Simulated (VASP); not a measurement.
Set up this calculation in VASP 6.6.1, as the native input.

- Task: relaxation of cell and atoms
- Functional: PBEsol
- Potentials or basis: VASP PAW PBE potentials, release 64 (Mo_sv)
- Cutoff: 600 eV
- k mesh: 12 × 12 × 14
- Occupations: gaussian, width 0.15 eV
- Spin: no spin polarisation
- Dipole correction: no
- Further INCAR settings: ALGO = Fast; EDIFF = 1e-06; IBRION = 2; EDIFFG = -0.01; NSW = 100; ISIF = 3

The structure of Mo lies in POSCAR:

```
Mo
1.0
    2.7270264303     -0.0204196298      0.0189679185
   -1.3811971332      2.3609759680     -0.0173591967
    0.0172369145     -0.0082636683      2.5313409087
Mo
1
Direct
    0.0000000000      0.0000000000      0.5000000000
```

These files were run (other wordings do the same):

INCAR

```
PREC = Accurate
ENCUT = 600
EDIFF = 1E-6
ISMEAR = 0
SIGMA = 0.15
LREAL = False
LASPH = True
NELM = 100
ALGO = Fast
ISIF = 3
LWAVE = False
LCHARG = False
GGA = PS
IBRION = 2
NSW = 100
EDIFFG = -0.01
```

KPOINTS

```
regular mesh
0
Gamma
  12 12 14
```

Potentials or basis: VASP PAW PBE potentials, release 64 (Mo_sv).

The run is started by

```console
$ cat potpaw_PBE.64/Mo_sv/POTCAR > POTCAR
$ mpirun -np 1 vasp_std > vasp.out
```

It gave:

```yaml
Relaxed_volume: 15.35 Å³/atom
Relaxed_cell: a = 3.123 Å, b = 2.712 Å, c = 2.706 Å, α = 109.29°, β = 55.01°, γ = 125.17°
Space_group_after_relaxing_to_0.1_Å: Im-3m (No. 229)
Energy_gained_by_relaxing: 906.4 meV/atom
Ionic_steps: 57
Pressure_after_relaxing: 0.1 GPa
Band_gap_on_the_k_mesh: zero (bands 7 and 8 overlap by 5.45 eV)
```

Caveat: the PAW data sets were made with another functional, which shifts forces and pressure a little.

It took 28 min on 1 thread of Intel(R) Xeon(R) 6975P-C (Granite Rapids) (shared host), peak memory 0.55 GiB.
